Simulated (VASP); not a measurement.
A run of VASP 6.6.1:

INCAR

```
SYSTEM = CdS
PREC = Accurate
ENCUT = 520
EDIFF = 1E-6
ISMEAR = -1
SIGMA = 0.02
LREAL = .FALSE.
LASPH = .TRUE.
NELM = 80
ALGO = Normal
ISIF = 2
LWAVE = .FALSE.
LCHARG = .FALSE.
GGA = PE
NBANDS = 26
```

File KPOINTS:

```
Automatic mesh
0
G
  12 12 4
  0 0 0
```

Contents of POSCAR:

```
CdS
1.0
    4.3870120177      0.0000000000      0.0000000000
   -2.1935060089      3.6066677939      0.0000000000
    0.0000000000      0.0000000000      6.7659754197
Cd S
2 2
Direct
    0.3332805047      0.6665610095     -0.0036684732
    0.6667194953      0.3334389905      0.4963315268
    0.3260141798      0.6520283597      0.3786684732
    0.6739858202      0.3479716403      0.8786684732
```

Potentials or basis: VASP PAW PBE potentials, release 64 (Cd, S).

The run is started by

```bash
$ cat potpaw_PBE.64/Cd/POTCAR potpaw_PBE.64/S/POTCAR > POTCAR
$ mpirun -np 1 vasp_std > vasp.out
```

Hardware: 1 thread of Intel Xeon 8259CL (shared host).

Problem. Estimate the wall time of this run.

Solution. It took 8 min on 1 thread of Intel Xeon 8259CL, on a shared host, peak memory 0.44 GiB. Counts: scf iterations 14, k points 129.
